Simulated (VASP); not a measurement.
# H6C2O in VASP: relaxation of the atoms with PBE+D3(BJ)

Aim: the relaxation of the atoms of H6C2O with PBE+D3(BJ).

All numbers are computed with VASP 6.6.1; they aren't measurements. Logs are shortened: lines on timing, memory, paths and dates and some standing lists are left out, and cuts for length are marked.

## 1. The cell of the first run

The cell holds a disordered packing, 36 atoms: a = 7.960 Å, b = 7.960 Å, c = 7.960 Å, α = 90.00°, β = 90.00°, γ = 90.00°.

## 2. Relaxation of the atoms, PBE+D3(BJ)

Contents of INCAR:

```
SYSTEM = H6C2O
ALGO = Normal
EDIFF = 1E-6
EDIFFG = -0.3
ENCUT = 520
GGA = PE
IBRION = 2
ISIF = 2
ISMEAR = -1
IVDW = 12
LASPH = .True.
LCHARG = .False.
LREAL = Auto
LWAVE = .False.
NELM = 60
NSW = 35
PREC = Accurate
SIGMA = 0.02
```

Contents of KPOINTS:

```
k-points
0
Gamma
  1 1 1
  0 0 0
```

Contents of POSCAR:

```
H6C2O
1.0
    7.9602190000      0.0000000000      0.0000000000
    0.0000000000      7.9602190000      0.0000000000
    0.0000000000      0.0000000000      7.9602190000
C O H
8 4 24
Direct
    0.8913746000      0.0138405000      0.4148277000
    0.9008107000      0.0099845000      0.6044903000
    0.5065627000      0.5935542000      0.1665456000
    0.6683600000      0.4949185000      0.1795254000
    0.2947807000      0.1522660000     -0.0208120000
    0.1404583000      0.1808328000      0.0861662000
    0.3106367000      0.5795736000      0.5492274000
    0.1730214000      0.5731715000      0.6799824000
    0.7552317000      0.0943661000      0.6662620000
    0.6238526000      0.3251548000      0.2159758000
    0.0040585000      0.0971885000      0.0053703000
    0.1297809000      0.4007001000      0.7026352000
    0.7602505000      0.0924905000      0.7881665000
    0.9049058000     -0.1205925000      0.6492528000
    1.0161414000      0.0724938000      0.6476442000
    1.0001262000     -0.0492710000      0.3595561000
    0.7772850000     -0.0492268000      0.3722055000
    0.8883886000      0.1436305000      0.3705988000
    0.7271628000      0.2607886000      0.2245453000
    0.7387100000      0.5031485000      0.0609760000
    0.7482418000      0.5474946000      0.2791522000
    0.5323224000      0.7255391000      0.1385932000
    0.4278921000      0.5417910000      0.0668358000
    0.4374126000      0.5860844000      0.2847532000
   -0.0957377000      0.1148955000      0.0733160000
    0.1607621000      0.1307610000      0.2132543000
    0.1152875000      0.3160854000      0.0981665000
    0.4043641000      0.2136600000      0.0347504000
    0.3201566000      0.0179218000     -0.0316865000
    0.2747361000      0.2030264000     -0.1466378000
    0.0413406000      0.3953860000      0.7865369000
    0.2172407000      0.6289384000      0.7983274000
    0.0637891000      0.6463099000      0.6376752000
    0.3495556000      0.7092430000      0.5260742000
    0.4193793000      0.5077440000      0.5919606000
    0.2661097000      0.5250950000      0.4314990000
```

Potentials or basis: VASP PAW PBE potentials, release 64 (C, O, H).

On the command line:

```bash
$ cat potpaw_PBE.64/C/POTCAR potpaw_PBE.64/O/POTCAR potpaw_PBE.64/H/POTCAR > POTCAR
$ mpirun -np 1 vasp_gam > vasp.out
```

OUTCAR:

```text
SYSTEM = H6C2O
   EDIFF = 1E-6
   EDIFFG = -0.3
   ENCUT = 520
   GGA = PE
   IBRION = 2
   ISIF = 2
   ISMEAR = -1
   IVDW = 12
   LASPH = .True.
   LREAL = Auto
   NELM = 60
   NSW = 35
   PREC = Accurate
 IVDW          = 12

 ion  position               nearest neighbor table
   1  0.891  0.014  0.415-  18 1.09  17 1.09  16 1.09   2 1.51
   2  0.901  0.010  0.604-  14 1.10  15 1.10   9 1.43   1 1.51
   3  0.507  0.594  0.167-  23 1.09  24 1.09  22 1.09   4 1.51
   4  0.668  0.495  0.180-  20 1.10  21 1.10  10 1.43   3 1.51
   5  0.295  0.152  0.979-  30 1.09  29 1.09  28 1.09   6 1.51
   6  0.140  0.181  0.086-  26 1.10  27 1.10  11 1.43   5 1.51
   7  0.311  0.580  0.549-  36 1.09  35 1.09  34 1.09   8 1.51
   8  0.173  0.573  0.680-  33 1.10  32 1.10  12 1.43   7 1.51
   9  0.755  0.094  0.666-  13 0.97   2 1.43
  10  0.624  0.325  0.216-  19 0.97   4 1.43
  11  0.004  0.097  0.005-  25 0.97   6 1.43
  12  0.130  0.401  0.703-  31 0.97   8 1.43
  13  0.760  0.092  0.788-   9 0.97
  14  0.905  0.879  0.649-   2 1.10
  15  0.016  0.072  0.648-   2 1.10
  16  0.000  0.951  0.360-   1 1.09
  17  0.777  0.951  0.372-   1 1.09
[... 17 lines left out ...]
  35  0.419  0.508  0.592-   7 1.09
  36  0.266  0.525  0.431-   7 1.09

  LATTYP: Found a simple cubic cell.
 ALAT       =     7.9602190000

  Lattice vectors:

 A1 = (   7.9602190000,   0.0000000000,   0.0000000000)
 A2 = (   0.0000000000,   7.9602190000,   0.0000000000)
 A3 = (   0.0000000000,   0.0000000000,   7.9602190000)

Analysis of symmetry for initial positions (statically):
=====================================================================
 Subroutine PRICEL returns:
 Original cell was already a primitive cell.

 Routine SETGRP: Setting up the symmetry group for a
 simple cubic supercell.

 Subroutine GETGRP returns: Found  1 space group operations
 (whereof  1 operations were pure point group operations)
 out of a pool of 48 trial point group operations.

The static configuration has the point symmetry C_1 .

Analysis of symmetry for dynamics (positions and initial velocities):
=====================================================================
 Subroutine PRICEL returns:
 Original cell was already a primitive cell.

 Routine SETGRP: Setting up the symmetry group for a
 simple cubic supercell.

 Subroutine GETGRP returns: Found  1 space group operations
 (whereof  1 operations were pure point group operations)
 out of a pool of 48 trial point group operations.

The dynamic configuration has the point symmetry C_1 .

 Subroutine INISYM returns: Found  1 space group operations
 (whereof  1 operations are pure point group operations),
 and found     1 'primitive' translations

[... 122 lines left out ...]
   total plane-waves  NPLWV = 216000
   dimension x,y,z NGX =    60 NGY =   60 NGZ =   60
   dimension x,y,z NGXF=   120 NGYF=  120 NGZF=  120
   ions per type =               8   4  24
   NGX,Y,Z   is equivalent  to a cutoff of  12.53, 12.53, 12.53 a.u.
   NGXF,Y,Z  is equivalent  to a cutoff of  25.06, 25.06, 25.06 a.u.
 SYSTEM =  H6C2O
   PREC   = accura    normal or accurate (medium, high low for compatibility)
   ISTART =      0    job   : 0-new  1-cont  2-samecut
   ICHARG =      2    charge: 1-file 2-atom 10-const
   ISPIN  =      1    spin polarized calculation?
   LNONCOLLINEAR =      F non collinear calculations
   LSORBIT =      F    spin-orbit coupling
   LASPH  =      T    aspherical Exc in radial PAW
   ENCUT  =  520.0 eV  38.22 Ry    6.18 a.u.  14.80 14.80 14.80*2*pi/ulx,y,z
   NELM   =     60;   NELMIN=  2; NELMDL= -5     # of ELM steps
   EDIFF  = 0.1E-05   stopping-criterion for ELM
   LREAL  =      T    real-space projection
   EDIFFG = -.3E+00   stopping-criterion for IOM
   NSW    =     35    number of steps for IOM
   IBRION =      2    ionic relax: 0-MD 1-quasi-New 2-CG
   NFREE  =      1    steps in history (QN), initial steepest desc. (CG)
   ISIF   =      2    stress and relaxation
   ISYM   =      2    0-nonsym 1-usesym 2-fastsym
   POTIM  = 0.5000    time-step for ionic-motion
   TEBEG  =    0.0;   TEEND  =   0.0 temperature during run
   PSTRESS=    0.0 pullay stress
   NELECT =      80.0000    total number of electrons
   NUPDOWN=      -1.0000    fix difference up-down
   EMIN   =  10.00;   EMAX   =-10.00  energy-range for DOS
   EFERMI =   0.00;   METHOD = LEGACY
   ISMEAR =    -1;   SIGMA  =   0.02  broadening in eV -4-tet -1-fermi 0-gaus
   EFERMI_NEDOS =   21; number of points for ismear=-14 and -15
   IALGO  =     38    algorithm
   IMIX   =      4    mixing-type and parameters
     AMIX     =   0.40;   BMIX     =  1.00
     AMIX_MAG =   1.60;   BMIX_MAG =  1.00
  volume/ion in A,a.u.               =      14.01        94.55
  Fermi-wavevector in a.u.,A,eV,Ry     =   0.886162  1.674603 10.684426  0.785283
  Thomas-Fermi vector in A             =   2.007292
   LORBIT       =      0    0 simple, 1 ext, 2 COOP (PROOUT), +10 PAW based schemes
   GGA     = PE    functional components
   LHFCALC =     F    Hartree Fock is set to
   AEXX    =    0.0000 exact exchange contribution
   IVDW    =    12    specifies the selected vdW correction
   LEPSILON=     F    determine dielectric tensor
   LRPA    =     F    only Hartree local field effects (RPA)
 conjugate gradient relaxation of ions
 non-spin polarized calculation
  energy-cutoff  :      520.00
  volume of cell :      504.40
 maximum number of plane-waves:      6807
 NGX is ok and might be reduce to    60
   NGX = 29   NGY = 29   NGZ = 29

--------------------------------------- Ionic step        1  -------------------------------------------

 number of electron      80.0000003 magnetization

 Free energy of the ion-electron system (eV)
  ---------------------------------------------------
  ext. energy  EPLUGINS =         0.00000000
  ---------------------------------------------------
  free energy    TOTEN  =      -187.55854383 eV

  energy without entropy =     -187.55854383  energy(sigma->0) =     -187.55854383

------------------------ aborting loop because EDIFF is reached ----------------------------------------

 Edisp (eV)   -1.03240

 E8    (eV) :    -0.2286
[... 361 lines left out ...]
--------------------------------------- Ionic step        6  -------------------------------------------

 number of electron      79.9999998 magnetization

 Free energy of the ion-electron system (eV)
  ---------------------------------------------------
  ext. energy  EPLUGINS =         0.00000000
  ---------------------------------------------------
  free energy    TOTEN  =      -187.61656592 eV

  energy without entropy =     -187.61656592  energy(sigma->0) =     -187.61656592

 E-fermi :  -3.1648     XC(G=0):  -5.5026

 val. band max:       -3.6789019610   @ k =   0.0000   0.0000   0.0000
 cond. band min:       0.7216819589   @ k =   0.0000   0.0000   0.0000
 fundamental gap:      4.4005839198
 Fermi energy:        -3.1648409353

 k-point     1 :       0.0000    0.0000    0.0000
  band No.  band energies     occupation
      1     -23.2263      2.00000
      2     -23.1775      2.00000
      3     -23.0278      2.00000
      4     -22.8343      2.00000
      5     -16.3378      2.00000
      6     -16.2215      2.00000
[... 44 lines left out ...]
     51       4.2486      0.00000
     52       4.3530      0.00000
 [bands above 52 left out]

------------------------ aborting loop because EDIFF is reached ----------------------------------------

 Edisp (eV)   -1.03262

 E8    (eV) :    -0.2287
[... 59 lines left out ...]
  FREE ENERGIE OF THE ION-ELECTRON SYSTEM (eV)
  ---------------------------------------------------
  free  energy   TOTEN  =      -188.6491843427 eV

  energy  without entropy=     -188.6491843427  energy(sigma->0) =     -188.64918434

 reached required accuracy - stopping structural energy minimisation
```

CONTCAR:

```text
H6C2O
   1.00000000000000
     7.9602190000000004    0.0000000000000000    0.0000000000000000
     0.0000000000000000    7.9602190000000004    0.0000000000000000
     0.0000000000000000    0.0000000000000000    7.9602190000000004
  C               O               H
     8     4    24
Direct
     0.8909923611831968    0.0129932922635580    0.4138064179588730
     0.9010396094346095    0.0102712281494487    0.6046588318113688
     0.5065690606139394    0.5945944005806528    0.1647610703797963
     0.6691212859559654    0.4958717452830279    0.1787207698025942
     0.2968504061588041    0.1515745453778650    0.9780075572554596
     0.1422822325488818    0.1811381317147859    0.0855325743357085
[... 28 lines left out ...]
     0.4206144807517406    0.5070771012320863    0.5914381428614062
     0.2648847709981025    0.5243681230641868    0.4321534213946928

  0.00000000E+00  0.00000000E+00  0.00000000E+00
  0.00000000E+00  0.00000000E+00  0.00000000E+00
  0.00000000E+00  0.00000000E+00  0.00000000E+00
  0.00000000E+00  0.00000000E+00  0.00000000E+00
  0.00000000E+00  0.00000000E+00  0.00000000E+00
  0.00000000E+00  0.00000000E+00  0.00000000E+00
[... 28 lines left out ...]
  0.00000000E+00  0.00000000E+00  0.00000000E+00
  0.00000000E+00  0.00000000E+00  0.00000000E+00
```

It took 8.9 min on 1 thread of Intel Xeon 8259CL, shared host; peak memory 0.53 GiB.

What came out:

- Free energy: -188.6492 eV
- Energy gained by relaxing: 1.6 meV/atom
- Ionic steps: 6
- Pressure after relaxing: -0.2 GPa
- Largest force after relaxing: 0.293 eV/Å
- Band gap on the k mesh: 4.40 eV
- Dispersion energy per atom: -0.029 eV

Forces in eV/Å, atoms in the order of the input:
```
C    0.015 -0.111  0.155
C    0.031  0.093 -0.104
C    0.177 -0.072  0.027
C   -0.051 -0.016 -0.059
C   -0.256  0.060  0.128
C   -0.033 -0.102 -0.053
C   -0.191  0.017  0.186
C    0.083 -0.060 -0.076
O    0.091 -0.076 -0.062
O   -0.028  0.135 -0.130
O    0.188  0.150 -0.016
O    0.006  0.091 -0.071
H    0.068  0.059  0.111
H   -0.008  0.015  0.020
H   -0.154 -0.058 -0.049
H   -0.110  0.029  0.012
H    0.088  0.064 -0.018
H    0.039 -0.018  0.004
H    0.052 -0.030  0.223
H    0.064  0.019  0.018
H   -0.052 -0.053 -0.079
H   -0.010  0.026 -0.071
H    0.002  0.054 -0.070
H    0.031  0.050 -0.112
H   -0.091 -0.067  0.196
H   -0.033  0.039 -0.170
H    0.059 -0.050 -0.035
H    0.014 -0.067 -0.025
H    0.072 -0.019 -0.023
H    0.126 -0.050  0.003
H   -0.132 -0.063  0.043
H   -0.054 -0.013  0.024
H    0.026  0.036  0.047
H   -0.006 -0.041  0.003
H   -0.001  0.022 -0.028
H   -0.024  0.007  0.050
```

The path:
| step | energy change (eV) | largest force (eV/Å) | pressure (GPa) |
| --- | --- | --- | --- |
| 1 | 0.0000 | 0.7192 | 0.76 |
| 2 | 0.0284 | 1.2767 | -0.02 |
| 3 | -0.0285 | 0.4465 | 0.42 |
| 4 | -0.0407 | 0.7313 | -0.32 |
| 5 | -0.0439 | 0.4606 | -0.09 |
| 6 | -0.0582 | 0.2927 | -0.25 |

Final structure:
```
C O H
1.0
     7.96022    0.00000    0.00000
     0.00000    7.96022    0.00000
     0.00000    0.00000    7.96022
C O H
8 4 24
Cartesian
  7.0925 0.1034 3.2940
  7.1725 0.0818 4.8132
  4.0324 4.7331 1.3115
  5.3264 3.9472 1.4227
  2.3630 1.2066 7.7852
  1.1326 1.4419 0.6809
  2.4756 4.6167 4.3754
  1.3745 4.5705 5.4183
  6.0014 0.7530 5.3131
  4.9719 2.5772 1.7046
  0.0032 0.7794 0.0354
  1.0139 3.1890 5.5926
  6.0610 0.7426 6.2815
  7.2013 6.9956 5.1702
  0.1352 0.5844 5.1613
  0.0085 7.5621 2.8551
  6.1735 7.5584 2.9537
  7.0833 1.1522 2.9570
  5.7882 2.0664 1.8177
  5.8890 4.0045 0.4732
  5.9622 4.3576 2.2325
  4.2373 5.7898 1.0980
  3.3977 4.3141 0.5194
  3.4875 4.6717 2.2571
  7.1861 0.9005 0.6014
  1.2769 1.0392 1.7025
  0.9161 2.5242 0.7818
  3.2289 1.7014 0.2853
  2.5556 0.1277 7.7104
  2.1929 1.6202 6.7827
  0.3148 3.1285 6.2627
  1.7319 5.0111 6.3675
  0.4976 5.1497 5.0750
  2.7838 5.6558 4.1881
  3.3482 4.0364 4.7080
  2.1085 4.1741 3.4400
```

Levels at points of the mesh, in eV from the valence-band top:
```csv
k point,band 37,band 38,band 39,band 40,band 41,band 42,band 43,band 44
"(0.00, 0.00, 0.00)",-0.49,-0.40,-0.20,0.00,4.40,5.53,5.89,5.95
```

Caveat: the k points lie up to 0.79 Å⁻¹ apart; the relaxation stopped at a loose force limit of 0.3 eV/Å, so its end isn't a converged minimum.
